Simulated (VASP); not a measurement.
The system is O.

```
CELL_PARAMETERS angstrom
-1.22698 1.22698 1.22698
1.22698 -1.22698 1.22698
1.22698 1.22698 -1.22698
ATOMIC_POSITIONS crystal
O 0.00000 0.00000 0.00000
```

* Program: VASP 6.6.1
* Task: relaxation of cell and atoms
* Functional: PBE
* Potentials or basis: VASP PAW PBE potentials, release 64 (O)
* Cutoff: 600 eV
* k mesh: 15 × 15 × 15
* Occupations: gaussian, width 0.05 eV
* Spin: no spin polarisation

At the start: pressure 9.0 GPa; volume 7.39 Å³/atom.

**Question.** Where does the relaxation end?

**Answer.** Over 3 steps the energy falls by 10.5 meV/atom and the volume is 7.78 Å³/atom (+5.3 %); space group Im-3m (No. 229, to 0.05 Å).

The path:
```tsv
step	energy change (eV)	largest force (eV/Å)	pressure (GPa)	volume (Å³)
1	0.0000	0.0000	8.95	7.39
2	-0.0103	0.0000	-1.07	7.84
3	-0.0105	0.0000	0.02	7.78
```

Final structure:
```yaml
crystal:
  lattice:
    - [-1.24839, 1.24839, 1.24839]
    - [1.24839, -1.24839, 1.24839]
    - [1.24839, 1.24839, -1.24839]
  atoms:
    - { symbol: O, position: [0.00000, 0.00000, 0.00000] }
```
